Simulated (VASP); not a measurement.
# Al6N in VASP: further runs

Al6N is run at these levels: PBE; tasks: single point.

Program: VASP 6.6.1. These are calculated values, not measurements. Logs are shortened: lines on timing, memory, paths and dates and some standing lists are left out, and cuts for length are marked.

## Step 1: The cell of the first run

The cell holds a slab with vacuum, 14 atoms: a = 5.714 Å, b = 5.714 Å, c = 22.175 Å, α = 90.00°, β = 90.00°, γ = 90.00°.

## Step 2: Single point, PBE

INCAR

```
SYSTEM = Al6N
ALGO = Normal
DIPOL = 0.5 0.5 0.297
EDIFF = 1E-7
ENCUT = 520
GGA = PE
IDIPOL = 3
ISIF = 2
ISMEAR = 0
LASPH = .TRUE.
LCHARG = .TRUE.
LDIPOL = .TRUE.
LELF = .TRUE.
LREAL = .FALSE.
LVACPOTAV = .TRUE.
LVHAR = .TRUE.
LWAVE = .FALSE.
NBANDS = 36
NELM = 100
PREC = Accurate
SIGMA = 0.1
```

KPOINTS

```
k-points
0
G
  5 5 1
  0 0 0
```

POSCAR

```
Al6N
1.0
    5.7143028096      0.0000000000      0.0000000000
    0.0000000000      5.7143028096      0.0000000000
    0.0000000000      0.0000000000     22.1750227687
Al N
12 2
Direct
    0.2500000000      0.2500000000      0.1803831293
    0.2500000000      0.7500000000      0.1803831293
    0.7500000000      0.2500000000      0.1803831293
    0.7500000000      0.7500000000      0.1803831293
    0.0000000000      0.0000000000      0.2744094920
    0.0000000000      0.5000000000      0.2744094920
    0.5000000000      0.0000000000      0.2744094920
    0.5000000000      0.5000000000      0.2744094920
    0.2500000000      0.2500000000      0.3686590473
    0.2500000000      0.7500000000      0.3686590473
    0.7500000000      0.2500000000      0.3686590473
    0.7500000000      0.7500000000      0.3686590473
    0.4037502879      0.5000000000      0.4335969739
    0.5962497121      0.5000000000      0.4335969739
```

Potentials or basis: VASP PAW PBE potentials, release 64 (Al, N).

Run with:

```bash
> cat potpaw_PBE.64/Al/POTCAR potpaw_PBE.64/N/POTCAR > POTCAR
> mpirun -np 1 vasp_std > vasp.out
```

OUTCAR:

```text
SYSTEM = Al6N
   EDIFF = 1E-7
   ENCUT = 520
   GGA = PE
   ISIF = 2
   ISMEAR = 0
   LASPH = .TRUE.
   LREAL = .FALSE.
   NELM = 100
   PREC = Accurate

 ion  position               nearest neighbor table
   1  0.250  0.250  0.180-   2 2.86   3 2.86   2 2.86   3 2.86   7 2.90   8 2.90   5 2.90   6 2.90

   2  0.250  0.750  0.180-   1 2.86   4 2.86   1 2.86   4 2.86   7 2.90   8 2.90   5 2.90   6 2.90

   3  0.750  0.250  0.180-   1 2.86   4 2.86   4 2.86   1 2.86   7 2.90   8 2.90   5 2.90   6 2.90

   4  0.750  0.750  0.180-   2 2.86   3 2.86   3 2.86   2 2.86   7 2.90   8 2.90   5 2.90   6 2.90

   5  0.000  0.000  0.274-   6 2.86   7 2.86   6 2.86   7 2.86   1 2.90   2 2.90   3 2.90   4 2.90
                            11 2.91  12 2.91   9 2.91  10 2.91
   6  0.000  0.500  0.274-   5 2.86   8 2.86   5 2.86   8 2.86   1 2.90   2 2.90   3 2.90   4 2.90
                            11 2.91  12 2.91   9 2.91  10 2.91
   7  0.500  0.000  0.274-   5 2.86   8 2.86   8 2.86   5 2.86   1 2.90   2 2.90   3 2.90   4 2.90
                            11 2.91  12 2.91   9 2.91  10 2.91
   8  0.500  0.500  0.274-   6 2.86   7 2.86   7 2.86   6 2.86   1 2.90   2 2.90   3 2.90   4 2.90
                            11 2.91  12 2.91   9 2.91  10 2.91
   9  0.250  0.250  0.369-  13 2.21  11 2.86  10 2.86  10 2.86  11 2.86   6 2.91   7 2.91   8 2.91
                             5 2.91
  10  0.250  0.750  0.369-  13 2.21  12 2.86   9 2.86   9 2.86  12 2.86   6 2.91   7 2.91   8 2.91
                             5 2.91
  11  0.750  0.250  0.369-  14 2.21  12 2.86   9 2.86  12 2.86   9 2.86   6 2.91   7 2.91   8 2.91
                             5 2.91
  12  0.750  0.750  0.369-  14 2.21  11 2.86  10 2.86  11 2.86  10 2.86   6 2.91   7 2.91   8 2.91
                             5 2.91
  13  0.404  0.500  0.434-  14 1.10  10 2.21   9 2.21
  14  0.596  0.500  0.434-  13 1.10  12 2.21  11 2.21

  LATTYP: Found a simple tetragonal cell.
 ALAT       =     5.7143028096
 C/A-ratio  =     3.8806173750

  Lattice vectors:

 A1 = (   5.7143028096,   0.0000000000,   0.0000000000)
 A2 = (   0.0000000000,   5.7143028096,   0.0000000000)
 A3 = (   0.0000000000,   0.0000000000,  22.1750227687)

Analysis of symmetry for initial positions (statically):
=====================================================================
 Subroutine PRICEL returns:
 Original cell was already a primitive cell.

 Routine SETGRP: Setting up the symmetry group for a
 simple tetragonal supercell.

 Subroutine GETGRP returns: Found  4 space group operations
 (whereof  4 operations were pure point group operations)
 out of a pool of 16 trial point group operations.

The static configuration has the point symmetry C_2v.

Analysis of symmetry for dynamics (positions and initial velocities):
=====================================================================
 Subroutine PRICEL returns:
 Original cell was already a primitive cell.

 Routine SETGRP: Setting up the symmetry group for a
 simple tetragonal supercell.

 Subroutine GETGRP returns: Found  4 space group operations
 (whereof  4 operations were pure point group operations)
 out of a pool of 16 trial point group operations.

The dynamic configuration has the point symmetry C_2v.

 Subroutine INISYM returns: Found  4 space group operations
 (whereof  4 operations are pure point group operations),
 and found     1 'primitive' translations

----------------------------------------------------------------------------------------

                                     Primitive cell

  volume of cell :     724.0867

  direct lattice vectors                    reciprocal lattice vectors
     5.714302810  0.000000000  0.000000000     0.174999476  0.000000000  0.000000000
     0.000000000  5.714302810  0.000000000     0.000000000  0.174999476  0.000000000
     0.000000000  0.000000000 22.175022769     0.000000000  0.000000000  0.045095782

  length of vectors
     5.714302810  5.714302810 22.175022769     0.174999476  0.174999476  0.045095782

  position of ions in fractional coordinates (direct lattice)
     0.250000000  0.250000000  0.180383129
     0.250000000  0.750000000  0.180383129
     0.750000000  0.250000000  0.180383129
     0.750000000  0.750000000  0.180383129
     0.000000000  0.000000000  0.274409492
     0.000000000  0.500000000  0.274409492
     0.500000000  0.000000000  0.274409492
     0.500000000  0.500000000  0.274409492
     0.250000000  0.250000000  0.368659047
     0.250000000  0.750000000  0.368659047
     0.750000000  0.250000000  0.368659047
     0.750000000  0.750000000  0.368659047
     0.403750288  0.500000000  0.433596974
     0.596249712  0.500000000  0.433596974

  ion indices of the primitive-cell ions
   primitive index   ion index
                 1           1
                 2           2
                 3           3
                 4           4
                 5           5
                 6           6
                 7           7
                 8           8
                 9           9
                10          10
                11          11
                12          12
                13          13
                14          14

----------------------------------------------------------------------------------------

 KPOINTS: k-points

Automatic generation of k-mesh.
 Grid dimensions read from file:
 generate k-points for:    5    5    1

 Generating k-lattice:

  Cartesian coordinates                     Fractional coordinates (reciprocal lattice)
     0.034999895  0.000000000  0.000000000     0.200000000  0.000000000  0.000000000
     0.000000000  0.034999895  0.000000000     0.000000000  0.200000000  0.000000000
     0.000000000  0.000000000  0.045095782     0.000000000  0.000000000  1.000000000

  Length of vectors
     0.034999895  0.034999895  0.045095782

  Shift w.r.t. Gamma in fractional coordinates (k-lattice)
     0.000000000  0.000000000  0.000000000

 Subroutine IBZKPT returns following result:
 ===========================================

 Found      9 irreducible k-points:

 Following reciprocal coordinates:
            Coordinates               Weight
  0.000000  0.000000  0.000000      1.000000
  0.200000  0.000000  0.000000      2.000000
  0.000000  0.200000  0.000000      2.000000
  0.400000  0.000000  0.000000      2.000000
  0.000000  0.400000  0.000000      2.000000
  0.200000  0.200000  0.000000      4.000000
  0.400000  0.200000  0.000000      4.000000
 -0.200000  0.400000  0.000000      4.000000
  0.400000  0.400000  0.000000      4.000000
   k-points           NKPTS =      9   k-points in BZ     NKDIM =      9   number of bands    NBANDS=     36
   number of dos      NEDOS =    301   number of ions     NIONS =     14
   total plane-waves  NPLWV = 296352
   dimension x,y,z NGX =    42 NGY =   42 NGZ =  168
   dimension x,y,z NGXF=    84 NGYF=   84 NGZF=  336
   ions per type =              12   2
   NGX,Y,Z   is equivalent  to a cutoff of  12.22, 12.22, 12.59 a.u.
   NGXF,Y,Z  is equivalent  to a cutoff of  24.44, 24.44, 25.19 a.u.
 SYSTEM =  Al6N
   PREC   = accura    normal or accurate (medium, high low for compatibility)
   ISTART =      0    job   : 0-new  1-cont  2-samecut
   ICHARG =      2    charge: 1-file 2-atom 10-const
   ISPIN  =      1    spin polarized calculation?
   LNONCOLLINEAR =      F non collinear calculations
   LSORBIT =      F    spin-orbit coupling
   LASPH  =      T    aspherical Exc in radial PAW
   ENCUT  =  520.0 eV  38.22 Ry    6.18 a.u.  10.62 10.62 41.23*2*pi/ulx,y,z
   NELM   =    100;   NELMIN=  2; NELMDL= -5     # of ELM steps
   EDIFF  = 0.1E-06   stopping-criterion for ELM
   LREAL  =      F    real-space projection
   EDIFFG = 0.1E-05   stopping-criterion for IOM
   NSW    =      0    number of steps for IOM
   IBRION =     -1    ionic relax: 0-MD 1-quasi-New 2-CG
   NFREE  =      0    steps in history (QN), initial steepest desc. (CG)
   ISIF   =      2    stress and relaxation
   ISYM   =      2    0-nonsym 1-usesym 2-fastsym
   POTIM  = 0.5000    time-step for ionic-motion
   TEBEG  =    0.0;   TEEND  =   0.0 temperature during run
   PSTRESS=    0.0 pullay stress
   NELECT =      46.0000    total number of electrons
   NUPDOWN=      -1.0000    fix difference up-down
   EMIN   =  10.00;   EMAX   =-10.00  energy-range for DOS
   EFERMI =   0.00;   METHOD = LEGACY
   ISMEAR =     0;   SIGMA  =   0.10  broadening in eV -4-tet -1-fermi 0-gaus
   EFERMI_NEDOS =   21; number of points for ismear=-14 and -15
   IALGO  =     38    algorithm
   IMIX   =      4    mixing-type and parameters
     AMIX     =   0.40;   BMIX     =  1.00
     AMIX_MAG =   1.60;   BMIX_MAG =  1.00
  volume/ion in A,a.u.               =      51.72       349.03
  Fermi-wavevector in a.u.,A,eV,Ry     =   0.653227  1.234419  5.805675  0.426705
  Thomas-Fermi vector in A             =   1.723399
   LORBIT       =      0    0 simple, 1 ext, 2 COOP (PROOUT), +10 PAW based schemes
   GGA     = PE    functional components
   LHFCALC =     F    Hartree Fock is set to
   AEXX    =    0.0000 exact exchange contribution
   IVDW    =     0    specifies the selected vdW correction
   LEPSILON=     F    determine dielectric tensor
   LRPA    =     F    only Hartree local field effects (RPA)
 non-spin polarized calculation
 Gauss-broadening in eV      SIGMA  =   0.10
  energy-cutoff  :      520.00
  volume of cell :      724.09
 maximum number of plane-waves:     19529
   NGX = 21   NGY = 21   NGZ = 83

 dipolmoment           0.000000      0.000000      0.084588 electrons x Angstroem

 number of electron      46.0000001 magnetization

 dipolmoment           0.000000      0.000000     -0.017950 electrons x Angstroem

 Free energy of the ion-electron system (eV)
  ---------------------------------------------------
  ext. energy  EPLUGINS =         0.00000000
  ---------------------------------------------------
  free energy    TOTEN  =       -56.02331757 eV

  energy without entropy =      -55.99334297  energy(sigma->0) =      -56.00833027

 E-fermi :  -0.6525     XC(G=0):  -3.8992

 val. band max:       -0.6806214211   @ k =   0.2000   0.0000   0.0000
 cond. band min:      -0.6510883118   @ k =   0.0000   0.0000   0.0000
 fundamental gap:      0.0295331093
 Fermi energy:        -0.6525153293

 k-point     1 :       0.0000    0.0000    0.0000
  band No.  band energies     occupation
      1     -25.1374      2.00000
      2     -11.4816      2.00000
      3     -11.1303      2.00000
      4     -10.0010      2.00000
      5      -9.3624      2.00000
      6      -8.1810      2.00000
[... 27 lines left out ...]
     34       1.6248      0.00000
     35       2.3044      0.00000

 k-point     2 :       0.2000    0.0000    0.0000
  band No.  band energies     occupation
      1     -25.1373      2.00000
      2     -11.5501      2.00000
      3     -10.9494      2.00000
      4      -9.9183      2.00000
      5      -9.3514      2.00000
      6      -8.1389      2.00000
[... 27 lines left out ...]
     34       2.0064      0.00000
     35       2.5732      0.00000
[... 226 lines left out ...]
     34       2.5157      0.00000
     35       2.7918      0.00000

 k-point     9 :       0.4000    0.4000    0.0000
  band No.  band energies     occupation
      1     -25.1367      2.00000
      2     -11.5907      2.00000
      3     -10.3552      2.00000
      4      -9.5596      2.00000
      5      -9.1159      2.00000
      6      -8.3898      2.00000
[... 27 lines left out ...]
     34       2.1811      0.00000
     35       2.3608      0.00000
 [bands above 35 left out]

------------------------ aborting loop because EDIFF is reached ----------------------------------------

  FORCE on cell =-STRESS in cart. coord.  units (eV):
  Direction    XX          YY          ZZ          XY          YZ          ZX
  --------------------------------------------------------------------------------------
  -------------------------------------------------------------------------------------
  Total        9.7104251     -4.9841351      0.6182062      0.0000000      0.0000000      0.0000000
  in kB       21.4861325    -11.0283315      1.3678970      0.0000000      0.0000000      0.0000000
  external PRESSURE =       3.9418994 kB  Pullay stress =       0.0000000 kB

 VOLUME and BASIS-vectors are now :
 -----------------------------------------------------------------------------
  energy-cutoff  :      520.00
  volume of cell :      724.09
      direct lattice vectors                 reciprocal lattice vectors
     5.714302810  0.000000000  0.000000000     0.174999476  0.000000000  0.000000000
     0.000000000  5.714302810  0.000000000     0.000000000  0.174999476  0.000000000
     0.000000000  0.000000000 22.175022769     0.000000000  0.000000000  0.045095782

 POSITION                                       TOTAL-FORCE (eV/Angst)
 -----------------------------------------------------------------------------------
      1.42858      1.42858      4.00000        -0.051880     -0.056369     -0.018856
      1.42858      4.28573      4.00000        -0.051880      0.056369     -0.018856
      4.28573      1.42858      4.00000         0.051880     -0.056369     -0.018856
      4.28573      4.28573      4.00000         0.051880      0.056369     -0.018856
      0.00000      0.00000      6.08504        -0.000000      0.000000      0.000067
      0.00000      2.85715      6.08504        -0.000000      0.000000      0.021499
      2.85715      0.00000      6.08504        -0.000000      0.000000      0.015023
      2.85715      2.85715      6.08504        -0.000000      0.000000      0.257307
      1.42858      1.42858      8.17502        -0.631126     -0.630882     -0.225850
      1.42858      4.28573      8.17502        -0.631126      0.630882     -0.225850
      4.28573      1.42858      8.17502         0.631126     -0.630882     -0.225850
      4.28573      4.28573      8.17502         0.631126      0.630882     -0.225850
      2.30715      2.85715      9.61502       -13.584917      0.000000      0.342464
      3.40715      2.85715      9.61502        13.584917      0.000000      0.342464
 -----------------------------------------------------------------------------------
    total drift:                                0.000000      0.000000     -0.000331

  FREE ENERGIE OF THE ION-ELECTRON SYSTEM (eV)
  ---------------------------------------------------
  free  energy   TOTEN  =       -56.0233175739 eV

  energy  without entropy=      -55.9933429671  energy(sigma->0) =      -56.00833027

 vacuum level on the upper side and lower side of the slab         3.606         3.706
```

Run time: 16 min. Hardware: 1 thread of Intel Xeon Platinum 8259CL at 2.50GHz (Skylake/Cascade Lake), shared host; peak memory 0.69 GiB.

Results:

* Free energy: -56.0233 eV
* Largest force: 13.589 eV/Å
* Band gap on the k mesh: zero (bands 23 and 24 overlap by 0.70 eV)

Forces on the atoms (eV/Å):
```
Al   -0.052  -0.056  -0.019
Al   -0.052   0.056  -0.019
Al    0.052  -0.056  -0.019
Al    0.052   0.056  -0.019
Al    0.000   0.000   0.000
Al    0.000   0.000   0.021
Al    0.000   0.000   0.015
Al    0.000   0.000   0.257
Al   -0.631  -0.631  -0.226
Al   -0.631   0.631  -0.226
Al    0.631  -0.631  -0.226
Al    0.631   0.631  -0.226
N   -13.585   0.000   0.342
N    13.585   0.000   0.342
```

Levels at points of the mesh, in eV from the Fermi level:
```csv
k point,band 20,band 21,band 22,band 23,band 24,band 25,band 26,band 27
"(0.00, 0.00, 0.00)",-1.14,-0.66,-0.58,-0.46,-0.32,-0.17,-0.15,0.00
```

Caveat: the standard files for N, O and F lose accuracy on very short bonds.

(Continued in part 2 of 3.)

The gap in the log of VASP goes by the Fermi energy; the results here count the filled bands.